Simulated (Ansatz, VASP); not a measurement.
Given: the input of a run of Ansatz 0.2.0 on FeO.

File input.yaml:

```yaml
crystal:
  lattice:
    - [0.0, 2.1409337923, 2.1409337923]
    - [2.1409337923, 0.0, 2.1409337923]
    - [2.1409337923, 2.1409337923, 0.0]
  atoms:
    - { symbol: Fe, position: [0.0, 0.0, 0.0], spin: 3.0 }
    - { symbol: O, position: [0.5, 0.5, 0.5] }
kpoints:
  mp_grid: { grid: [11, 11, 11] }
scf:
  occupations: { method: fermi_dirac, width: 0.05 }
hamiltonian:
  xc: lda
  pseudopotentials: { kind: all_electron, lapw: { basis_error: 0.001 } }
magnetization:
  spin_polarized: true
output:
  forces: true
  stress: true
  eigenvalues: true
```

Potentials or basis: all-electron LAPW, scalar-relativistic.

The run is started by

```sh
$ ansatz run input.yaml --threads 2 --pin off --max-ram 6144MiB --backend cpu --events-out ev --progress --plain --runs-dir out
```

Translate it to VASP 6.6.1. Potentials there: VASP PAW LDA potentials, release 64 (Fe, O).

As run (the cutoff follows the program's own potentials):

File INCAR:

```
PREC = Accurate
ENCUT = 600
EDIFF = 1E-6
ISMEAR = -1
SIGMA = 0.05
LREAL = False
LASPH = True
NELM = 200
ALGO = Normal
ISIF = 2
LWAVE = False
LCHARG = False
ISPIN = 2
MAGMOM = 3 0
LORBIT = 11
LMAXMIX = 4
GGA = CA
NBANDS = 18
GGA_COMPAT = False
```

The input KPOINTS:

```
regular mesh
0
Gamma
  11 11 11
```

POSCAR

```
FeO
1.0
    0.0000000000      2.1409337923      2.1409337923
    2.1409337923      0.0000000000      2.1409337923
    2.1409337923      2.1409337923      0.0000000000
Fe O
1 1
Direct
    0.0000000000      0.0000000000      0.0000000000
    0.5000000000      0.5000000000      0.5000000000
```

Potentials or basis: VASP PAW LDA potentials, release 64 (Fe, O).

Run with:

```sh
$ cat potpaw_LDA.64/Fe/POTCAR potpaw_LDA.64/O/POTCAR > POTCAR
$ mpirun -np 1 vasp_std > vasp.out
```

Both were run:

|  | VASP | Ansatz | Ansatz less VASP |
| --- | --- | --- | --- |
| gap on the k mesh at the Fermi level (eV) | none | none | - |
| pressure (GPa) | -12.6 | -12.3 | +0.27 |
| net moment per atom (μB) | 1.99 | 2.00 | +0.012 |
| size of the moment on the site where the two differ most (μB) | 3.55 | 3.58 | +0.028 |

LDA's correlation is that of Perdew and Zunger in VASP and of Perdew and Wang (1992) in Ansatz. Site moments also hang on the region over which each program counts them. A gap of «none» marks a metal or a gap that the smearing closes. Ansatz ran all-electron here, and VASP with PAW potentials.
